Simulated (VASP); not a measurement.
Runs of VASP 6.6.1 on BAs. It takes space group I-4m2 (No. 119, tetragonal). Conventional cell: a = 3.383 Å, b = 3.383 Å, c = 4.592 Å, α = 90.00°, β = 90.00°, γ = 90.00°. B (site symmetry -4m2) has 4 As at 2.04 Å within 2.7 Å. Within 2.7 Å of As (site symmetry -4m2) lie 4 B at 2.04 Å. 

```csv
level,potentials or basis,k mesh,cutoff (eV),smearing,second run,gap on the mesh (eV),pressure (GPa)
PBE,"VASP PAW PBE potentials, release 64 (B, As)",10 × 10 × 10,520,fermi-dirac 0.02 eV,-,(a),9.1
r2SCAN,"VASP PAW PBE potentials, release 64 (B, As)",10 × 10 × 10,520,gaussian 0.01 eV,-,0.68,(c)
PBE,"VASP PAW PBE potentials, release 64 (B, As_d)",10 × 10 × 10,600,fermi-dirac 0.02 eV,valence_matched,0.53,8.1
PBE,"VASP PAW PBE potentials, release 64 (B, As)",6 × 6 × 6,520,gaussian 0.01 eV,-,(b),9.2
```

Alike in all rows: task single point; no spin polarisation; cell as given.

Problem. Fill in the values left out.

Solution. (a) 0.52; (b) 0.63; (c) 6.6.

Caveats: the PAW data sets were made with another functional, which shifts forces and pressure a little (some runs).

A k mesh can miss the band edges, and the runs leave out spin-orbit coupling on As.

The runs don't all hold the same shells in valence.
